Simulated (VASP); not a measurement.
Wanted: the native input for a VASP 6.6.1 run.

```
Task                   : single point
Functional             : PBEsol
Potentials or basis    : VASP PAW PBE potentials, release 64 (Si, C)
Cutoff                 : 520 eV
k mesh                 : 10 × 10 × 5
Occupations            : fermi-dirac, width 0.05 eV
Spin                   : no spin polarisation
Dipole correction      : no
Further INCAR settings : ALGO = Normal; EDIFF = 1e-06; NBANDS = 16
```

The structure of SiC lies in POSCAR:

```
SiC
1.0
    2.9978912199      0.0000000000      0.0000000000
   -1.4989456099      2.5962499542      0.0000000000
    0.0000000000      0.0000000000      4.9164141477
Si C
2 2
Direct
    0.6666666667      0.3333333333      0.5046133752
    0.3333333333      0.6666666667      0.0046133752
    0.6666666667      0.3333333333      0.8803866248
    0.3333333333      0.6666666667      0.3803866248
```

One way to write it, as run:

INCAR

```
SYSTEM = SiC
PREC = Accurate ; ENCUT = 520
EDIFF = 1E-6 ; ISMEAR = -1
SIGMA = 0.05 ; LREAL = .False.
LASPH = .True. ; NELM = 60
ALGO = Normal ; ISIF = 2
LWAVE = .False. ; LCHARG = .False.
GGA = PS ; NBANDS = 16
```

KPOINTS

```
Automatic mesh
0
Gamma
  10 10 5
  0 0 0
```

Potentials or basis: VASP PAW PBE potentials, release 64 (Si, C).

Run with:

```sh
$ cat potpaw_PBE.64/Si/POTCAR potpaw_PBE.64/C/POTCAR > POTCAR
$ mpirun -np 1 vasp_std > vasp.out
```

Results of the run:

The pressure is 20.5 GPa. The band gap on the k mesh is 2.14 eV (least direct gap 4.00 eV).

Caveat: the cell stands under pressure; the PAW data sets were made with another functional, which shifts forces and pressure a little.

Run time: 10 s on 1 thread of AMD EPYC 9R45 96-Core Processor (Zen 5), on a shared host, peak memory 0.13 GiB.
